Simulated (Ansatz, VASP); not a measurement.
# BiAu in VASP and in Ansatz

File POSCAR:

```
BiAu
1.0
    0.0000000000      2.9602406283      2.9602406283
    2.9602406283      0.0000000000      2.9602406283
    2.9602406283      2.9602406283      0.0000000000
Au Bi
1 1
Direct
    0.5000000000      0.5000000000      0.5000000000
    0.0000000000      0.0000000000      0.0000000000
```

The input INCAR.step1:

```
PREC     = Accurate       # precision mode
ENCUT    = 520            # plane-wave cutoff, eV
ISMEAR   = 0              # smearing method
SIGMA    = 0.05           # smearing width, eV
LREAL    = F              # projectors in reciprocal space
LASPH    = T              # aspherical terms in the spheres
NELM     = 60             # most SCF steps
NBANDS   = 20             # bands
GGA      = PE             # functional
ALGO     = Normal         # electronic algorithm
EDIFF    = 1E-4           # SCF threshold, eV
LWAVE    = T              # write WAVECAR
LCHARG   = F              # write CHGCAR
```

Contents of INCAR.step2:

```
PREC     = Accurate       # precision mode
ENCUT    = 520            # plane-wave cutoff, eV
EDIFF    = 1E-6           # SCF threshold, eV
ISMEAR   = 0              # smearing method
SIGMA    = 0.05           # smearing width, eV
LREAL    = F              # projectors in reciprocal space
LASPH    = T              # aspherical terms in the spheres
NELM     = 60             # most SCF steps
ALGO     = Normal         # electronic algorithm
ISIF     = 2              # what is computed and relaxed
LWAVE    = F              # write WAVECAR
LCHARG   = F              # write CHGCAR
METAGGA  = R2SCAN         # meta-GGA
LMIXTAU  = T            
NBANDS   = 20             # bands
ISTART   = 1
```

The input KPOINTS:

```
regular mesh
0
Gamma
  10 10 10
```

Input for Ansatz:

```yaml
crystal:
  lattice:
    - [0.0, 2.9602406283, 2.9602406283]
    - [2.9602406283, 0.0, 2.9602406283]
    - [2.9602406283, 2.9602406283, 0.0]
  atoms:
    - { symbol: Au, position: [0.5, 0.5, 0.5] }
    - { symbol: Bi, position: [0.0, 0.0, 0.0] }
basis:
  ecutwfc: 500
  ecutrho_ratio: 4
kpoints:
  mp_grid: { grid: [10, 10, 10] }
hamiltonian:
  xc: r2scan
scf:
  occupations: { method: gaussian, width: 0.05 }
output:
  forces: true
  stress: true
  eigenvalues: true
```

Alike in both runs: task single point; functional r2SCAN; k mesh 10 × 10 × 10; occupations gaussian, width 0.05 eV; no spin polarisation.

|  | VASP | Ansatz |
| --- | --- | --- |
| version | VASP 6.6.1 | Ansatz 0.2.0 |
| potentials or method | VASP PAW PBE potentials, release 64 (Au, Bi_d), cutoff 520 eV | scalar-relativistic, plane waves, PAW |
| valence electrons in the cell | 26 | 34 |

|  | VASP | Ansatz | Ansatz less VASP |
| --- | --- | --- | --- |
| gap on the k mesh at the Fermi level (eV) | none | none | - |
| pressure (GPa) | -1.5 | -1.5 | -0.01 |

VASP's potentials were made for PBE, not for r2SCAN. A gap of «none» marks a metal or a gap that the smearing closes. With one functional, cell and mesh, what is left measures potentials, basis and numerics. VASP's potentials hold 26 valence electrons a cell and Ansatz's 34, so a difference there can come from the potentials and not from the codes.

Spin-orbit coupling is off throughout.
